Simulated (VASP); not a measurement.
A run of VASP 6.6.1 is set up as follows.

Contents of INCAR:

```
SYSTEM = Au
PREC = Accurate
ENCUT = 520
EDIFF = 1E-6
ISMEAR = 0
SIGMA = 0.1
LREAL = .False.
LASPH = .True.
NELM = 100
ALGO = Normal
ISIF = 2
LWAVE = .False.
LCHARG = .True.
GGA = PE
LELF = .True.
LVHAR = .True.
NBANDS = 12
```

File KPOINTS:

```
regular mesh
0
Gamma
  12 12 15
  0 0 0
```

File POSCAR:

```
Au
1.0
    3.0949744691      0.0000156536     -0.0129548225
   -1.5474736782      2.6803343411      0.0129548225
   -1.5569303032      0.8988941296      2.2486947526
Au
1
Direct
    0.0000000000      0.0000000000      0.0000000000
```

Potentials or basis: VASP PAW PBE potentials, release 64 (Au).

The run is started by

```console
$ cat potpaw_PBE.64/Au/POTCAR > POTCAR
$ mpirun -np 1 vasp_std > vasp.out
```

Problem. What does it give for the pressure?

Solution. -2.9 GPa.

Stress tensor (GPa, compression positive):
```
-4.13 -0.09 -0.04
-0.09 -4.24  0.02
-0.04  0.02 -0.19
```
